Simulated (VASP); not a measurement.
A run of VASP 6.6.1:

The input INCAR:

```
PREC = Accurate
ENCUT = 520
EDIFF = 1E-7
ISMEAR = -1
SIGMA = 0.05
LREAL = F
LASPH = T
NELM = 60
ALGO = Normal
ISIF = 2
LWAVE = F
LCHARG = F
GGA = PE
NBANDS = 11
```

The input KPOINTS:

```
regular mesh
0
Gamma
  6 6 6
```

POSCAR

```
MgS
1.0
    0.0000000000      2.6016500000      2.6016500000
    2.6016500000      0.0000000000      2.6016500000
    2.6016500000      2.6016500000      0.0000000000
S Mg
1 1
Direct
    0.5000000000      0.5000000000      0.5000000000
    0.0000000000      0.0000000000      0.0000000000
```

Potentials or basis: VASP PAW PBE potentials, release 64 (S, Mg).

Run with:

```sh
$ cat potpaw_PBE.64/S/POTCAR potpaw_PBE.64/Mg/POTCAR > POTCAR
$ mpirun -np 1 vasp_std > vasp.out
```

Hardware: 1 thread of Intel(R) Xeon(R) Platinum 8559C (Emerald Rapids) (shared host).

**Question.** Estimate the wall time of this run.

**Answer.** Run time: 5 s on 1 thread of Intel(R) Xeon(R) Platinum 8559C (Emerald Rapids), with other jobs on the host, peak memory 0.15 GiB. Counts: scf iterations 13, k points 16.
